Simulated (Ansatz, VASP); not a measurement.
# Two plane-wave programs on InO

```
CELL_PARAMETERS angstrom
3.55095 0.00000 0.00000
-1.77547 3.07521 0.00000
0.00000 0.00000 15.01861
ATOMIC_POSITIONS crystal
In 0.66667 0.33333 0.59002
In 0.66667 0.33333 0.40998
O 0.00000 0.00000 0.63987
O 0.00000 0.00000 0.36013
```

Alike in both runs: task single point; functional LDA; k mesh 12 × 12 × 4; occupations gaussian, width 0.03 eV; no spin polarisation.

|  | VASP | Ansatz |
| --- | --- | --- |
| version | VASP 6.6.1 | Ansatz 0.2.0 |
| potentials or method | VASP PAW LDA potentials, release 64 (In_d, O), cutoff 520 eV | scalar-relativistic, plane waves, PAW |
| valence electrons in the cell | 38 | 38 |

|  | VASP | Ansatz | Ansatz less VASP |
| --- | --- | --- | --- |
| gap on the k mesh at the Fermi level (eV) | 0.33 | 0.33 | +0.004 |
| least direct gap on the mesh (eV) | 0.87 | 0.87 | -0.004 |
| rms of the force components (eV/Å) | 0.478 | 0.488 | +0.0100 |

LDA's correlation is that of Perdew and Zunger in VASP and of Perdew and Wang (1992) in Ansatz. Atom by atom the forces differ by 0.014 eV/Å (rms over components). Ansatz's warnings: xc potential rough in thin density.
